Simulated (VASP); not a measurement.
A run of VASP 6.6.1 is set up as follows.

File INCAR:

```
SYSTEM = Ti
  PREC = Accurate
  ENCUT = 520
  EDIFF = 1E-6
  ISMEAR = 0
  SIGMA = 0.15
  LREAL = .FALSE.
  LASPH = .TRUE.
  NELM = 60
  ALGO = Normal
  ISIF = 2
  LWAVE = .FALSE.
  LCHARG = .TRUE.
  GGA = PS
  LELF = .TRUE.
  LVHAR = .TRUE.
  NBANDS = 12
```

Contents of KPOINTS:

```
regular mesh
0
G
  20 20 20
  0 0 0
```

POSCAR

```
Ti
1.0
   -1.5097200000      1.5097200000      1.5097200000
    1.5097200000     -1.5097200000      1.5097200000
    1.5097200000      1.5097200000     -1.5097200000
Ti
1
Direct
    0.0000000000      0.0000000000      0.0000000000
```

Potentials or basis: VASP PAW PBE potentials, release 64 (Ti_sv).

Command:

```console
$ cat potpaw_PBE.64/Ti_sv/POTCAR > POTCAR
$ mpirun -np 1 vasp_std > vasp.out
```

Question: Predict the band gap on the k mesh.

Answer: Zero (bands 6 and 7 overlap by 1.87 eV).

Question: Estimate the pressure.

Answer: 27.1 GPa.

Caveat: the cell differs from its parent crystal (strain -0.080 along x and y, -0.080 along z); the cell stands under pressure; the PAW data sets were made with another functional, which shifts forces and pressure a little.
